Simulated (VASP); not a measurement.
Here is a VASP 6.6.1 calculation.

The input INCAR:

```
SYSTEM = B5P
PREC = Accurate
ENCUT = 500
EDIFF = 1E-7
ISMEAR = 0
SIGMA = 0.2
LREAL = .FALSE.
LASPH = .TRUE.
NELM = 120
ALGO = Normal
ISIF = 3
LWAVE = .FALSE.
LCHARG = .FALSE.
GGA = PE
IBRION = 2
NSW = 36
EDIFFG = -0.08
GGA_COMPAT = .FALSE.
NELMIN = 4
```

File KPOINTS:

```
regular mesh
0
G
  4 4 4
  0 0 0
```

File POSCAR:

```
B5P
1.0
    3.7670021700      0.0000000000      0.0000000000
    0.0000000000      3.7670021700      0.0000000000
    0.0000000000      0.0000000000      4.1581647400
B P
5 1
Direct
    0.6689882600      0.0000000000      0.4267934800
    0.3310117400      0.0000000000      0.4267934800
    0.0000000000      0.6689882600      0.4267934800
    0.0000000000      0.3310117400      0.4267934800
    0.0000000000      0.0000000000      0.0652675000
    0.0000000000      0.0000000000      0.4652496100
```

Potentials or basis: VASP PAW PBE potentials, release 64 (B, P).

Run with:

```console
$ cat potpaw_PBE.64/B/POTCAR potpaw_PBE.64/P/POTCAR > POTCAR
$ mpirun -np 1 vasp_std > vasp.out
```

Problem. What does it give for the band gap on the k mesh?

Solution. 0.92 eV (least direct gap 1.10 eV).

Problem. Predict the relaxed cell.

Solution. a = 4.286 Å, b = 4.286 Å, c = 4.406 Å, α = 90.00°, β = 90.00°, γ = 90.00°.

Problem. Estimate the space group after relaxing (to 0.1 Å).

Solution. P4mm (No. 99).

Stress tensor (GPa, compression positive):
```
-0.39  0.00  0.00
 0.00 -0.39  0.00
 0.00  0.00  0.72
```

 A k mesh can miss the band edges.
